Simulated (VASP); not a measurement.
# ZrN (Fm-3m) in VASP: single point with PBE

Aim: the single point of ZrN with PBE.

Everything below comes from runs of VASP 6.6.1. Logs are shortened: lines on timing, memory, paths and dates and some standing lists are left out, and cuts for length are marked.

### 1 The cell of the first run

The structure is cubic, space group Fm-3m (No. 225). Conventional cell: a = 4.595 Å, b = 4.595 Å, c = 4.595 Å, α = 90.00°, β = 90.00°, γ = 90.00°. Within 3.0 Å of Zr (site symmetry m-3m) lie 6 N at 2.30 Å. Within 3.0 Å of N (site symmetry m-3m) lie 6 Zr at 2.30 Å.

### 2 Single point, PBE

File INCAR:

```
SYSTEM = ZrN
  PREC = Accurate
  ENCUT = 600
  EDIFF = 1E-6
  ISMEAR = 0
  SIGMA = 0.1
  LREAL = .False.
  LASPH = .True.
  NELM = 120
  ALGO = Normal
  ISIF = 2
  LWAVE = .False.
  LCHARG = .False.
  GGA = PE
  NBANDS = 16
  GGA_COMPAT = .False.
```

File KPOINTS:

```
Automatic mesh
0
Gamma
  16 16 16
  0 0 0
```

File POSCAR:

```
ZrN
1.0
    0.0000000000      2.2975649461      2.2975649461
    2.2975649461      0.0000000000      2.2975649461
    2.2975649461      2.2975649461      0.0000000000
Zr N
1 1
Direct
    0.0000000000      0.0000000000      0.0000000000
    0.5000000000      0.5000000000      0.5000000000
```

Potentials or basis: VASP PAW PBE potentials, release 64 (Zr_sv, N).

Command:

```bash
cat potpaw_PBE.64/Zr_sv/POTCAR potpaw_PBE.64/N/POTCAR > POTCAR
mpirun -np 1 vasp_std > vasp.out
```

OUTCAR:

```text
SYSTEM = ZrN
   PREC = Accurate
   ENCUT = 600
   EDIFF = 1E-6
   ISMEAR = 0
   LREAL = .False.
   LASPH = .True.
   NELM = 120
   ISIF = 2
   GGA = PE

 ion  position               nearest neighbor table
   1  0.000  0.000  0.000-   2 2.30   2 2.30   2 2.30   2 2.30   2 2.30   2 2.30
   2  0.500  0.500  0.500-   1 2.30   1 2.30   1 2.30   1 2.30   1 2.30   1 2.30

  LATTYP: Found a face centered cubic cell.
 ALAT       =     4.5951298922

  Lattice vectors:

 A1 = (   0.0000000000,   2.2975649461,   2.2975649461)
 A2 = (   2.2975649461,   0.0000000000,   2.2975649461)
 A3 = (   2.2975649461,   2.2975649461,   0.0000000000)

Analysis of symmetry for initial positions (statically):
=====================================================================
 Subroutine PRICEL returns:
 Original cell was already a primitive cell.

 Routine SETGRP: Setting up the symmetry group for a
 face centered cubic supercell.

 Subroutine GETGRP returns: Found 48 space group operations
 (whereof 48 operations were pure point group operations)
 out of a pool of 48 trial point group operations.

The static configuration has the point symmetry O_h .

Analysis of symmetry for dynamics (positions and initial velocities):
=====================================================================
 Subroutine PRICEL returns:
 Original cell was already a primitive cell.

 Routine SETGRP: Setting up the symmetry group for a
 face centered cubic supercell.

 Subroutine GETGRP returns: Found 48 space group operations
 (whereof 48 operations were pure point group operations)
 out of a pool of 48 trial point group operations.

The dynamic configuration has the point symmetry O_h .

 Subroutine INISYM returns: Found 48 space group operations
 (whereof 48 operations are pure point group operations),
 and found     1 'primitive' translations

----------------------------------------------------------------------------------------

                                     Primitive cell

  volume of cell :      24.2568

  direct lattice vectors                    reciprocal lattice vectors
     0.000000000  2.297564946  2.297564946    -0.217621705  0.217621705  0.217621705
     2.297564946  0.000000000  2.297564946     0.217621705 -0.217621705  0.217621705
     2.297564946  2.297564946  0.000000000     0.217621705  0.217621705 -0.217621705

  length of vectors
     3.249247507  3.249247507  3.249247507     0.376931849  0.376931849  0.376931849

  position of ions in fractional coordinates (direct lattice)
[... 75 lines left out ...]
   LSORBIT =      F    spin-orbit coupling
   LASPH  =      T    aspherical Exc in radial PAW
   ENCUT  =  600.0 eV  44.10 Ry    6.64 a.u.   6.49  6.49  6.49*2*pi/ulx,y,z
   NELM   =    120;   NELMIN=  2; NELMDL= -5     # of ELM steps
   EDIFF  = 0.1E-05   stopping-criterion for ELM
   LREAL  =      F    real-space projection
   EDIFFG = 0.1E-04   stopping-criterion for IOM
   NSW    =      0    number of steps for IOM
   IBRION =     -1    ionic relax: 0-MD 1-quasi-New 2-CG
   NFREE  =      0    steps in history (QN), initial steepest desc. (CG)
   ISIF   =      2    stress and relaxation
   ISYM   =      2    0-nonsym 1-usesym 2-fastsym
   POTIM  = 0.5000    time-step for ionic-motion
   TEBEG  =    0.0;   TEEND  =   0.0 temperature during run
   PSTRESS=    0.0 pullay stress
   NELECT =      17.0000    total number of electrons
   NUPDOWN=      -1.0000    fix difference up-down
   EMIN   =  10.00;   EMAX   =-10.00  energy-range for DOS
   EFERMI =   0.00;   METHOD = LEGACY
   ISMEAR =     0;   SIGMA  =   0.10  broadening in eV -4-tet -1-fermi 0-gaus
   EFERMI_NEDOS =   21; number of points for ismear=-14 and -15
   IALGO  =     38    algorithm
   IMIX   =      4    mixing-type and parameters
     AMIX     =   0.40;   BMIX     =  1.00
     AMIX_MAG =   1.60;   BMIX_MAG =  1.00
  volume/ion in A,a.u.               =      12.13        81.85
  Fermi-wavevector in a.u.,A,eV,Ry     =   1.454164  2.747971 28.770778  2.114592
  Thomas-Fermi vector in A             =   2.571346
   LORBIT       =      0    0 simple, 1 ext, 2 COOP (PROOUT), +10 PAW based schemes
   GGA     = PE    functional components
   LHFCALC =     F    Hartree Fock is set to
   AEXX    =    0.0000 exact exchange contribution
   IVDW    =     0    specifies the selected vdW correction
   LEPSILON=     F    determine dielectric tensor
   LRPA    =     F    only Hartree local field effects (RPA)
 non-spin polarized calculation
 Gauss-broadening in eV      SIGMA  =   0.10
  energy-cutoff  :      600.00
  volume of cell :       24.26
 maximum number of plane-waves:       869
 NGX is ok and might be reduce to    28
   NGX = 13   NGY = 13   NGZ = 13

 number of electron      17.0000000 magnetization

 Free energy of the ion-electron system (eV)
  ---------------------------------------------------
  ext. energy  EPLUGINS =         0.00000000
  ---------------------------------------------------
  free energy    TOTEN  =       -20.37470540 eV

  energy without entropy =      -20.37093175  energy(sigma->0) =      -20.37281858

 E-fermi :  11.8828     XC(G=0): -12.4691

 val. band max:       11.8751954549   @ k =   0.4375   0.1875   0.0625
 cond. band min:      11.8893628100   @ k =  -0.1250   0.0625   0.0000
 fundamental gap:      0.0141673551
 Fermi energy:        11.8828306496

 k-point     1 :       0.0000    0.0000    0.0000
  band No.  band energies     occupation
      1     -37.7280      2.00000
      2     -15.3559      2.00000
      3     -15.3559      2.00000
      4     -15.3559      2.00000
      5      -4.3614      2.00000
      6       9.2355      2.00000
[... 433 lines left out ...]
      3     -15.3831      2.00000
      4     -15.3571      2.00000
      5      -4.1580      2.00000
      6       8.3479      2.00000
[... 8 lines left out ...]
     15      21.7390      0.00000
     16      32.0208      0.00000

 [... further k-points ...]
[... 5 lines left out ...]
  --------------------------------------------------------------------------------------
  -------------------------------------------------------------------------------------
  Total        0.0104520      0.0104520      0.0104520      0.0000000     -0.0000000      0.0000000
  in kB        0.6903598      0.6903598      0.6903598      0.0000000     -0.0000000      0.0000000
  external PRESSURE =       0.6903598 kB  Pullay stress =       0.0000000 kB

 VOLUME and BASIS-vectors are now :
 -----------------------------------------------------------------------------
  energy-cutoff  :      600.00
  volume of cell :       24.26
      direct lattice vectors                 reciprocal lattice vectors
     0.000000000  2.297564946  2.297564946    -0.217621705  0.217621705  0.217621705
     2.297564946  0.000000000  2.297564946     0.217621705 -0.217621705  0.217621705
     2.297564946  2.297564946  0.000000000     0.217621705  0.217621705 -0.217621705

 POSITION                                       TOTAL-FORCE (eV/Angst)
 -----------------------------------------------------------------------------------
      0.00000      0.00000      0.00000        -0.000000     -0.000000     -0.000000
      2.29756      2.29756      2.29756         0.000000      0.000000      0.000000
 -----------------------------------------------------------------------------------
    total drift:                                0.000000      0.000000      0.000000

  FREE ENERGIE OF THE ION-ELECTRON SYSTEM (eV)
  ---------------------------------------------------
  free  energy   TOTEN  =       -20.3747054032 eV

  energy  without entropy=      -20.3709317477  energy(sigma->0) =      -20.37281858
```

OSZICAR:

```text
N       E                     dE             d eps       ncg     rms          rms(c)
DAV:   1     0.128366618473E+03    0.12837E+03   -0.99645E+03  4640   0.118E+03
DAV:   2    -0.186359676199E+02   -0.14700E+03   -0.13773E+03  6096   0.325E+02
DAV:   3    -0.237768636237E+02   -0.51409E+01   -0.51123E+01  6656   0.573E+01
DAV:   4    -0.238423579966E+02   -0.65494E-01   -0.65474E-01  5928   0.559E+00
DAV:   5    -0.238433224194E+02   -0.96442E-03   -0.96440E-03  6480   0.476E-01    0.214E+01
DAV:   6    -0.205380363620E+02    0.33053E+01   -0.72326E+00  5488   0.260E+01    0.819E+00
DAV:   7    -0.204041124478E+02    0.13392E+00   -0.52823E-01  5528   0.673E+00    0.661E+00
DAV:   8    -0.203892242529E+02    0.14888E-01   -0.23512E-01  6248   0.440E+00    0.367E+00
DAV:   9    -0.203747818212E+02    0.14442E-01   -0.48238E-02  5184   0.205E+00    0.960E-01
DAV:  10    -0.203747242445E+02    0.57577E-04   -0.20198E-03  5656   0.481E-01    0.124E-01
DAV:  11    -0.203747099754E+02    0.14269E-04   -0.47189E-05  5984   0.580E-02    0.723E-02
DAV:  12    -0.203747059270E+02    0.40484E-05   -0.79594E-06  5560   0.222E-02    0.588E-03
DAV:  13    -0.203747054032E+02    0.52376E-06   -0.23273E-07  3072   0.548E-03
   1 F= -.20374705E+02 E0= -.20372819E+02  d E =-.377366E-02
```

stdout:

```text
POSCAR found type information on POSCAR ZrN
 POSCAR found :  2 types and       2 ions
 scaLAPACK will be used
 LDA part: xc-table for (Slater+PW92), standard interpolation
 POSCAR, INCAR and KPOINTS ok, starting setup
 FFT: planning ... GRIDC
 FFT: planning ... GRID_SOFT
 FFT: planning ... GRID
 WAVECAR not read
 entering main loop
```

Wall time 2.5 min (1 thread of Intel Xeon 8259CL, shared host); peak memory 0.21 GiB.

Results:

| Property | Result |
| --- | --- |
| Free energy | -20.3747 eV |
| Pressure | 0.1 GPa |
| Band gap on the k mesh | zero (an odd number of electrons rules out a gap without spin polarisation) |

Caveat: an odd number of electrons without spin polarisation forces a metal; a magnetic or distorted state may lie lower.
